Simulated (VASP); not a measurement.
Set up this calculation in VASP 6.6.1, as the native input.

| Quantity | Value |
| --- | --- |
| Task | single point |
| Functional | PBEsol |
| Potentials or basis | VASP PAW PBE potentials, release 64 (Si, C) |
| Cutoff | 520 eV |
| k mesh | 14 × 14 × 14 |
| Occupations | gaussian, width 0.05 eV |
| Spin | no spin polarisation |
| Dipole correction | no |
| Further INCAR settings | ALGO = Normal; EDIFF = 1e-06; NBANDS = 11 |

The structure of SiC lies in POSCAR:

```
SiC
1.0
    0.0000000000      2.1898506880      2.1898506880
    2.1898506880      0.0000000000      2.1898506880
    2.1898506880      2.1898506880      0.0000000000
Si C
1 1
Direct
    0.0000000000      0.0000000000      0.0000000000
    0.7500000000      0.7500000000      0.7500000000
```

The input as run:

INCAR

```
SYSTEM = SiC
PREC = Accurate
ENCUT = 520
EDIFF = 1E-6
ISMEAR = 0
SIGMA = 0.05
LREAL = .False.
LASPH = .True.
NELM = 60
ALGO = Normal
ISIF = 2
LWAVE = .False.
LCHARG = .False.
GGA = PS
NBANDS = 11
```

KPOINTS

```
Automatic mesh
0
Gamma
  14 14 14
  0 0 0
```

Potentials or basis: VASP PAW PBE potentials, release 64 (Si, C).

Run with:

```bash
$ cat potpaw_PBE.64/Si/POTCAR potpaw_PBE.64/C/POTCAR > POTCAR
$ mpirun -np 1 vasp_std > vasp.out
```

Results of the run:

```
Pressure               : -3.0 GPa
Band gap on the k mesh : 1.25 eV, indirect (least direct gap 4.43 eV)
```

Caveat: the PAW data sets were made with another functional, which shifts forces and pressure a little.

Wall time 33 s on 1 thread of AMD EPYC 7R13, with other jobs on the host, peak memory 0.12 GiB.
